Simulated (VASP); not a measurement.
# Ba (Fd-3m) in VASP: notebook

The runs below take Ba through single point, with PBEsol.

Program: VASP 6.6.1. These are calculated values, not measurements. Logs are shortened: lines on timing, memory, paths and dates and some standing lists are left out, and cuts for length are marked.

## 1. The cell of the first run

The structure is cubic, space group Fd-3m (No. 227). The conventional cell has a = 7.412 Å, b = 7.412 Å, c = 7.412 Å, α = 90.00°, β = 90.00°, γ = 90.00°. Within 4.2 Å of Ba (site symmetry -43m) lie 4 Ba at 3.21 Å.

## 2. Single point, PBEsol

File INCAR:

```
  PREC = Accurate
  ENCUT = 520
  EDIFF = 1E-6
  ISMEAR = -1
  SIGMA = 0.1
  LREAL = False
  LASPH = True
  NELM = 80
  ALGO = Normal
  ISIF = 2
  LWAVE = False
  LCHARG = True
  GGA = PS
  LELF = True
  LVHAR = True
  NBANDS = 17
```

File KPOINTS:

```
regular mesh
0
Gamma
  8 8 8
```

File POSCAR:

```
Ba
1.0
    0.0000000000      3.7059091011      3.7059091011
    3.7059091011      0.0000000000      3.7059091011
    3.7059091011      3.7059091011      0.0000000000
Ba
2
Direct
    0.1250000000      0.1250000000      0.1250000000
    0.8750000000      0.8750000000      0.8750000000
```

Potentials or basis: VASP PAW PBE potentials, release 64 (Ba_sv).

Run with:

```
$ cat potpaw_PBE.64/Ba_sv/POTCAR > POTCAR
$ mpirun -np 1 vasp_std > vasp.out
```

OUTCAR:

```text
PREC = Accurate
   ENCUT = 520
   EDIFF = 1E-6
   ISMEAR = -1
   LREAL = False
   LASPH = True
   NELM = 80
   ISIF = 2
   GGA = PS

 ion  position               nearest neighbor table
   1  0.125  0.125  0.125-   2 3.21   2 3.21   2 3.21   2 3.21
   2  0.875  0.875  0.875-   1 3.21   1 3.21   1 3.21   1 3.21

  LATTYP: Found a face centered cubic cell.
 ALAT       =     7.4118182022

  Lattice vectors:

 A1 = (   0.0000000000,   3.7059091011,   3.7059091011)
 A2 = (   3.7059091011,   0.0000000000,   3.7059091011)
 A3 = (   3.7059091011,   3.7059091011,   0.0000000000)

Analysis of symmetry for initial positions (statically):
=====================================================================
 Subroutine PRICEL returns:
 Original cell was already a primitive cell.

 Routine SETGRP: Setting up the symmetry group for a
 face centered cubic supercell.

 Subroutine GETGRP returns: Found 48 space group operations
 (whereof 12 operations were pure point group operations)
 out of a pool of 48 trial point group operations.

The static configuration has the point symmetry D_3d.
 The point group associated with its full space group is O_h .

Analysis of symmetry for dynamics (positions and initial velocities):
=====================================================================
 Subroutine PRICEL returns:
 Original cell was already a primitive cell.

 Routine SETGRP: Setting up the symmetry group for a
 face centered cubic supercell.

 Subroutine GETGRP returns: Found 48 space group operations
 (whereof 12 operations were pure point group operations)
 out of a pool of 48 trial point group operations.

The dynamic configuration has the point symmetry D_3d.
 The point group associated with its full space group is O_h .

 Subroutine INISYM returns: Found 48 space group operations
 (whereof 12 operations are pure point group operations),
 and found     1 'primitive' translations

----------------------------------------------------------------------------------------

                                     Primitive cell

  volume of cell :     101.7921

  direct lattice vectors                    reciprocal lattice vectors
     0.000000000  3.705909101  3.705909101    -0.134919661  0.134919661  0.134919661
     3.705909101  0.000000000  3.705909101     0.134919661 -0.134919661  0.134919661
     3.705909101  3.705909101  0.000000000     0.134919661  0.134919661 -0.134919661

  length of vectors
     5.240946912  5.240946912  5.240946912     0.233687708  0.233687708  0.233687708

  position of ions in fractional coordinates (direct lattice)
     0.125000000  0.125000000  0.125000000
     0.875000000  0.875000000  0.875000000

  ion indices of the primitive-cell ions
   primitive index   ion index
                 1           1
                 2           2

----------------------------------------------------------------------------------------

 KPOINTS: regular mesh

Automatic generation of k-mesh.
 Grid dimensions read from file:
 generate k-points for:    8    8    8

 Generating k-lattice:

  Cartesian coordinates                     Fractional coordinates (reciprocal lattice)
    -0.016864958  0.016864958  0.016864958     0.125000000  0.000000000  0.000000000
     0.016864958 -0.016864958  0.016864958     0.000000000  0.125000000  0.000000000
     0.016864958  0.016864958 -0.016864958     0.000000000  0.000000000  0.125000000

  Length of vectors
     0.029210963  0.029210963  0.029210963

  Shift w.r.t. Gamma in fractional coordinates (k-lattice)
     0.000000000  0.000000000  0.000000000

 Subroutine IBZKPT returns following result:
 ===========================================

 Found     29 irreducible k-points:

 Following reciprocal coordinates:
            Coordinates               Weight
  0.000000  0.000000  0.000000      1.000000
  0.125000  0.000000  0.000000      8.000000
  0.250000  0.000000  0.000000      8.000000
  0.375000  0.000000  0.000000      8.000000
  0.500000  0.000000  0.000000      4.000000
  0.125000  0.125000  0.000000      6.000000
[... 16 lines left out ...]
  0.500000  0.250000  0.125000     48.000000
 -0.375000  0.250000  0.125000     24.000000
 [... further k-points ...]
   k-points           NKPTS =     29   k-points in BZ     NKDIM =     29   number of bands    NBANDS=     17
   number of dos      NEDOS =    301   number of ions     NIONS =      2
   total plane-waves  NPLWV =  64000
   dimension x,y,z NGX =    40 NGY =   40 NGZ =   40
   dimension x,y,z NGXF=    80 NGYF=   80 NGZF=   80
   ions per type =               2
   NGX,Y,Z   is equivalent  to a cutoff of  12.69, 12.69, 12.69 a.u.
   NGXF,Y,Z  is equivalent  to a cutoff of  25.38, 25.38, 25.38 a.u.
 SYSTEM =  unknown system
   PREC   = accura    normal or accurate (medium, high low for compatibility)
   ISTART =      0    job   : 0-new  1-cont  2-samecut
   ICHARG =      2    charge: 1-file 2-atom 10-const
   ISPIN  =      1    spin polarized calculation?
   LNONCOLLINEAR =      F non collinear calculations
   LSORBIT =      F    spin-orbit coupling
   LASPH  =      T    aspherical Exc in radial PAW
   ENCUT  =  520.0 eV  38.22 Ry    6.18 a.u.   9.74  9.74  9.74*2*pi/ulx,y,z
   NELM   =     80;   NELMIN=  2; NELMDL= -5     # of ELM steps
   EDIFF  = 0.1E-05   stopping-criterion for ELM
   LREAL  =      F    real-space projection
   EDIFFG = 0.1E-04   stopping-criterion for IOM
   NSW    =      0    number of steps for IOM
   IBRION =     -1    ionic relax: 0-MD 1-quasi-New 2-CG
   NFREE  =      0    steps in history (QN), initial steepest desc. (CG)
   ISIF   =      2    stress and relaxation
   ISYM   =      2    0-nonsym 1-usesym 2-fastsym
   POTIM  = 0.5000    time-step for ionic-motion
   TEBEG  =    0.0;   TEEND  =   0.0 temperature during run
   PSTRESS=    0.0 pullay stress
   NELECT =      20.0000    total number of electrons
   NUPDOWN=      -1.0000    fix difference up-down
   EMIN   =  10.00;   EMAX   =-10.00  energy-range for DOS
   EFERMI =   0.00;   METHOD = LEGACY
   ISMEAR =    -1;   SIGMA  =   0.10  broadening in eV -4-tet -1-fermi 0-gaus
   EFERMI_NEDOS =   21; number of points for ismear=-14 and -15
   IALGO  =     38    algorithm
   IMIX   =      4    mixing-type and parameters
     AMIX     =   0.40;   BMIX     =  1.00
     AMIX_MAG =   1.60;   BMIX_MAG =  1.00
  volume/ion in A,a.u.               =      50.90       343.46
  Fermi-wavevector in a.u.,A,eV,Ry     =   0.951729  1.798507 12.324001  0.905789
  Thomas-Fermi vector in A             =   2.080226
   LORBIT       =      0    0 simple, 1 ext, 2 COOP (PROOUT), +10 PAW based schemes
   GGA     = PS    functional components
   LHFCALC =     F    Hartree Fock is set to
   AEXX    =    0.0000 exact exchange contribution
   IVDW    =     0    specifies the selected vdW correction
   LEPSILON=     F    determine dielectric tensor
   LRPA    =     F    only Hartree local field effects (RPA)
 non-spin polarized calculation
  energy-cutoff  :      520.00
  volume of cell :      101.79
 maximum number of plane-waves:      2764
   NGX = 19   NGY = 19   NGZ = 19

 number of electron      20.0000001 magnetization

 Free energy of the ion-electron system (eV)
  ---------------------------------------------------
  ext. energy  EPLUGINS =         0.00000000
  ---------------------------------------------------
  free energy    TOTEN  =        -2.49696638 eV

  energy without entropy =       -2.42776731  energy(sigma->0) =       -2.46236685

 E-fermi :   1.9179     XC(G=0):  -8.0997

 val. band max:        1.9038602586   @ k =   0.5000   0.0000   0.0000
 cond. band min:       1.9595807650   @ k =   0.1250   0.0000   0.0000
 fundamental gap:      0.0557205064
 Fermi energy:         1.9178750125

 k-point     1 :       0.0000    0.0000    0.0000
  band No.  band energies     occupation
      1     -27.4283      2.00000
      2     -26.4590      2.00000
      3     -12.9928      2.00000
      4     -12.9928      2.00000
      5     -12.9928      2.00000
      6     -11.5310      2.00000
[... 9 lines left out ...]
     16       5.2844      0.00000
     17       5.2844      0.00000

 k-point     2 :       0.1250    0.0000    0.0000
  band No.  band energies     occupation
      1     -27.4032      2.00000
      2     -26.4891      2.00000
      3     -13.0244      2.00000
      4     -13.0244      2.00000
      5     -12.9966      2.00000
      6     -11.5173      2.00000
[... 9 lines left out ...]
     16       5.1856      0.00000
     17       5.1856      0.00000

 k-point     3 :       0.2500    0.0000    0.0000
  band No.  band energies     occupation
      1     -27.3345      2.00000
      2     -26.5696      2.00000
      3     -13.0944      2.00000
      4     -13.0944      2.00000
      5     -13.0104      2.00000
      6     -11.4764      2.00000
[... 9 lines left out ...]
     16       5.2906      0.00000
     17       5.2906      0.00000

 k-point     4 :       0.3750    0.0000    0.0000
  band No.  band energies     occupation
      1     -27.2476      2.00000
      2     -26.6683      2.00000
      3     -13.1576      2.00000
      4     -13.1576      2.00000
      5     -13.0300      2.00000
      6     -11.4251      2.00000
[... 9 lines left out ...]
     16       5.9836      0.00000
     17       5.9836      0.00000
[... 343 lines left out ...]
      1     -27.2722      2.00000
      2     -26.6407      2.00000
      3     -13.2592      2.00000
      4     -13.1773      2.00000
      5     -12.7992      2.00000
      6     -11.6981      2.00000
[... 9 lines left out ...]
     16       5.0829      0.00000
     17       5.1211      0.00000

 k-point    23 :       0.5000    0.2500    0.1250
  band No.  band energies     occupation
      1     -27.1841      2.00000
      2     -26.7382      2.00000
      3     -13.3467      2.00000
      4     -13.2325      2.00000
      5     -12.7172      2.00000
      6     -11.7494      2.00000
[... 9 lines left out ...]
     16       5.0672      0.00000
     17       5.8588      0.00000

 k-point    24 :      -0.3750    0.2500    0.1250
  band No.  band energies     occupation
      1     -27.1336      2.00000
      2     -26.7927      2.00000
      3     -13.3779      2.00000
      4     -13.2578      2.00000
      5     -12.6824      2.00000
      6     -11.7692      2.00000
[... 9 lines left out ...]
     16       5.3221      0.00000
     17       5.7682      0.00000

 [... further k-points ...]

------------------------ aborting loop because EDIFF is reached ----------------------------------------

  FORCE on cell =-STRESS in cart. coord.  units (eV):
  Direction    XX          YY          ZZ          XY          YZ          ZX
  --------------------------------------------------------------------------------------
  -------------------------------------------------------------------------------------
  Total        0.4432497      0.4432497      0.4432497      0.0000000     -0.0000000     -0.0000000
  in kB        6.9766148      6.9766148      6.9766148      0.0000000     -0.0000000     -0.0000000
  external PRESSURE =       6.9766148 kB  Pullay stress =       0.0000000 kB

 VOLUME and BASIS-vectors are now :
 -----------------------------------------------------------------------------
  energy-cutoff  :      520.00
  volume of cell :      101.79
      direct lattice vectors                 reciprocal lattice vectors
     0.000000000  3.705909101  3.705909101    -0.134919661  0.134919661  0.134919661
     3.705909101  0.000000000  3.705909101     0.134919661 -0.134919661  0.134919661
     3.705909101  3.705909101  0.000000000     0.134919661  0.134919661 -0.134919661

 POSITION                                       TOTAL-FORCE (eV/Angst)
 -----------------------------------------------------------------------------------
      0.92648      0.92648      0.92648         0.000000     -0.000000     -0.000000
      6.48534      6.48534      6.48534        -0.000000      0.000000      0.000000
 -----------------------------------------------------------------------------------
    total drift:                                0.000000      0.000000     -0.000000

  FREE ENERGIE OF THE ION-ELECTRON SYSTEM (eV)
  ---------------------------------------------------
  free  energy   TOTEN  =        -2.4969663807 eV

  energy  without entropy=       -2.4277673137  energy(sigma->0) =       -2.46236685
```

Run time: 30 s. Hardware: 1 thread of Intel Xeon Platinum 8488C (Sapphire Rapids), shared host; peak memory 0.24 GiB.

Results:

* Free energy: -2.4970 eV
* Pressure: 0.7 GPa
* Band gap on the k mesh: zero (band 10 reaches 2.06 eV, above the bottom of band 11 at 1.89 eV)

Levels at points of the mesh, in eV from the Fermi level:
```tsv
k point	band 8	band 9	band 10	band 11	band 12	band 13
(0.00, 0.00, 0.00)	-13.45	-2.05	0.14	0.14	1.50	1.50
(0.50, 0.00, 0.00)	-13.20	-0.19	-0.01	0.26	0.26	1.10
(0.50, 0.50, 0.00)	-12.93	-0.78	-0.78	1.13	1.13	2.21
```

Caveat: the PAW data sets were made with another functional, which shifts forces and pressure a little; spin-orbit coupling is left out, which moves the levels of the heavy elements.

## 3. Single point, PBEsol (volume scaled by 1.04)

File INCAR:

```
PREC     = Accurate       # precision mode
ENCUT    = 520            # plane-wave cutoff, eV
EDIFF    = 1E-6           # SCF threshold, eV
ISMEAR   = -1             # smearing method
SIGMA    = 0.1            # smearing width, eV
LREAL    = False          # projectors in reciprocal space
LASPH    = True           # aspherical terms in the spheres
NELM     = 80             # most SCF steps
ALGO     = Normal         # electronic algorithm
ISIF     = 2              # what is computed and relaxed
LWAVE    = False          # write WAVECAR
LCHARG   = False          # write CHGCAR
GGA      = PS             # functional
NBANDS   = 17             # bands
```

File KPOINTS:

```
Automatic mesh
0
Gamma
  8 8 8
```

File POSCAR:

```
Ba
1.0
    0.0000000000      3.7546766555      3.7546766555
    3.7546766555      0.0000000000      3.7546766555
    3.7546766555      3.7546766555      0.0000000000
Ba
2
Direct
    0.1250000000      0.1250000000      0.1250000000
    0.8750000000      0.8750000000      0.8750000000
```

Potentials or basis: VASP PAW PBE potentials, release 64 (Ba_sv).

Run with:

```
$ cat potpaw_PBE.64/Ba_sv/POTCAR > POTCAR
$ mpirun -np 1 vasp_std > vasp.out
```

Run time: 23 s. Hardware: 1 thread of Intel Xeon Platinum 8488C (Sapphire Rapids), shared host; peak memory 0.24 GiB.

It converged, with:

* Free energy: -2.5069 eV
* Pressure: 0.1 GPa
* Band gap on the k mesh: zero (band 10 reaches 1.94 eV, above the bottom of band 11 at 1.77 eV)

Levels at points of the mesh, in eV from the Fermi level:
```tsv
k point	band 8	band 9	band 10	band 11	band 12	band 13
(0.00, 0.00, 0.00)	-13.55	-2.08	0.14	0.14	1.42	1.42
(0.50, 0.00, 0.00)	-13.32	-0.19	-0.11	0.25	0.25	1.06
(0.50, 0.50, 0.00)	-13.08	-0.75	-0.75	1.09	1.09	1.98
```

Caveat: the PAW data sets were made with another functional, which shifts forces and pressure a little; spin-orbit coupling is left out, which moves the levels of the heavy elements.
